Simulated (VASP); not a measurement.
TaN: electric field gradients with LDA

Crystal: TaN.

```
Ta N
1.0
     5.18500    0.07777    0.07777
    -2.52514    4.45145    0.02847
     0.04362    0.04362    2.90800
Ta N
3 3
Cartesian
  0.0000 0.0000 0.0000
  0.0667 3.0154 1.4989
  2.6368 1.5575 1.5153
  2.5925 0.0389 0.0389
  1.3299 2.2646 0.0531
  -1.2626 2.2257 0.0142
```

This cell differs from its parent crystal: equal xy, yz and zx shear strains of +3 %.

```
Program                : VASP 6.6.1
Task                   : electric field gradients
Functional             : LDA
Potentials or basis    : VASP PAW LDA potentials, release 64 (Ta_pv, N)
Cutoff                 : 520 eV
k mesh                 : 5 × 5 × 8
Occupations            : fermi-dirac, width 0.03 eV
Spin                   : no spin polarisation
Dipole correction      : no
Further INCAR settings : ALGO = Normal; EDIFF = 1e-08; NBANDS = 33
```

```yaml
Pressure: -2.1 GPa
Largest_force: 0.324 eV/Å
Band_gap_on_the_k_mesh: zero (bands 24 and 25 overlap by 1.79 eV)
Largest_electric_field_gradient_by_atom: Ta -337.7, -392.1 (each value once); N +33.2, +34.0, +31.7 V/Å²
```

Forces on the atoms (eV/Å):
```
Ta   0.000  0.000  0.000
Ta  -0.319 -0.002  0.053
Ta   0.319  0.002 -0.053
N    0.000  0.000  0.000
N    0.000  0.000  0.000
N    0.000  0.000  0.000
```

Stress tensor (GPa, compression positive):
```
-1.61 -3.45 -5.99
-3.45 -1.44 -5.97
-5.99 -5.97 -3.33
```

Levels at points of the mesh, in eV from the Fermi level:
```tsv
k point	band 20	band 21	band 22	band 23	band 24	band 25	band 26	band 27	band 28	band 29
(0.00, 0.00, 0.00)	-3.09	-2.94	-2.49	-2.12	-1.52	-1.11	0.69	0.74	1.21	2.16
(0.00, 0.00, 0.50)	-3.72	-3.22	-3.04	-1.93	0.68	0.93	1.49	1.60	2.47	2.64
```

Electric field gradients, principal values (V/Å²):
```csv
atom,least,middle,greatest (by size)
1 Ta,137.293,200.454,-337.747
2 Ta,164.323,227.751,-392.074
3 Ta,164.323,227.751,-392.074
4 N,-2.976,-30.208,33.185
5 N,-3.910,-30.052,33.963
6 N,-2.027,-29.662,31.689
```

Wall time 2.9 min on 1 thread of Intel(R) Xeon(R) Platinum 8488C (Sapphire Rapids) (shared host), peak memory 0.29 GiB.

Caveat: the cell differs from its parent crystal (equal xy, yz and zx shear strains of +3 %); without QUAD_EFG the Cq values of the log hold for a quadrupole moment of 1 mb, not for the nuclei; spin-orbit coupling is left out, which moves the levels of the heavy elements.
